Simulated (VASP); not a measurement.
Set up this calculation in VASP 6.6.1, as the native input.

- Task: single point
- Functional: LDA
- Potentials or basis: VASP PAW LDA potentials, release 64 (Sr_sv)
- Cutoff: 520 eV
- k mesh: 14 × 14 × 14
- Occupations: gaussian, width 0.15 eV
- Spin: no spin polarisation
- Dipole correction: no
- Further INCAR settings: ALGO = Fast; EDIFF = 1e-06; NBANDS = 11

The structure of Sr lies in POSCAR:

```
Sr
1.0
   -2.4250000000      2.7887500000      2.4250000000
    2.4250000000     -2.7887500000      2.4250000000
    2.4250000000      2.7887500000     -2.4250000000
Sr
1
Direct
    0.0000000000      0.0000000000      0.0000000000
```

This cell differs from its parent crystal: strain +0.1500 x Voigt [0, 1, 0, 0, 0, 0].

The input as run:

INCAR

```
SYSTEM = Sr
PREC     = Accurate       ! precision mode
ENCUT    = 520            ! plane-wave cutoff, eV
EDIFF    = 1E-6           ! SCF threshold, eV
ISMEAR   = 0              ! smearing method
SIGMA    = 0.15           ! smearing width, eV
LREAL    = .FALSE.        ! projectors in reciprocal space
LASPH    = .TRUE.         ! aspherical terms in the spheres
NELM     = 100            ! most SCF steps
ALGO     = Fast           ! electronic algorithm
ISIF     = 2              ! what is computed and relaxed
LWAVE    = .FALSE.        ! write WAVECAR
LCHARG   = .FALSE.        ! write CHGCAR
GGA      = CA             ! functional
NBANDS   = 11             ! bands
```

KPOINTS

```
regular mesh
0
G
  14 14 14
  0 0 0
```

Potentials or basis: VASP PAW LDA potentials, release 64 (Sr_sv).

Command:

```console
$ cat potpaw_LDA.64/Sr_sv/POTCAR > POTCAR
$ mpirun -np 1 vasp_std > vasp.out
```

It gave:

- Pressure: -2.5 GPa
- Band gap on the k mesh: zero (band 5 reaches 1.05 eV, above the bottom of band 6 at 0.88 eV)

Caveat: the cell differs from its parent crystal (strain +0.1500 x Voigt [0, 1, 0, 0, 0, 0]).

It took 68 s on 1 thread of Intel(R) Xeon(R) 6975P-C (Granite Rapids), with other jobs on the host, peak memory 0.3 GiB.
